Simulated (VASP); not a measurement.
Here is a VASP 6.6.1 calculation.

File INCAR:

```
ALGO = Normal ; EDIFF = 1E-6
ENCUT = 520 ; GGA = PE
ISIF = 2 ; ISMEAR = -1
IVDW = 12 ; LASPH = T
LCHARG = T ; LELF = T
LREAL = F ; LVHAR = T
LWAVE = F ; NBANDS = 28
NELM = 80 ; PREC = Accurate
SIGMA = 0.02
```

The input KPOINTS:

```
k-points
0
Gamma
  6 6 6
```

POSCAR

```
SnPbO2
1.0
    3.9173547211      0.0000000000      0.0000000000
    0.0000000000      3.9173547211      0.0000000000
    0.0000000000      0.0000000000      4.8766708733
Sn Pb O
1 1 2
Direct
    0.0000000000      0.0000000000      0.2279350621
    0.5000000000      0.5000000000      0.7436928474
    0.5000000000      0.0000000000      0.0141860452
    0.0000000000      0.5000000000      0.0141860452
```

Potentials or basis: VASP PAW PBE potentials, release 64 (Sn_d, Pb_d, O).

Command:

```bash
$ cat potpaw_PBE.64/Sn_d/POTCAR potpaw_PBE.64/Pb_d/POTCAR potpaw_PBE.64/O/POTCAR > POTCAR
$ mpirun -np 1 vasp_std > vasp.out
```

Problem. Predict the pressure.

Solution. 0.1 GPa.

Problem. Predict the dispersion energy per atom.

Solution. -0.237 eV.

Problem. What does it give for the largest force?

Solution. 0.068 eV/Å.

Forces on the atoms (eV/Å):
```
Sn   0.000  0.000  0.068
Pb   0.000  0.000 -0.047
O    0.000  0.000 -0.011
O    0.000  0.000 -0.011
```
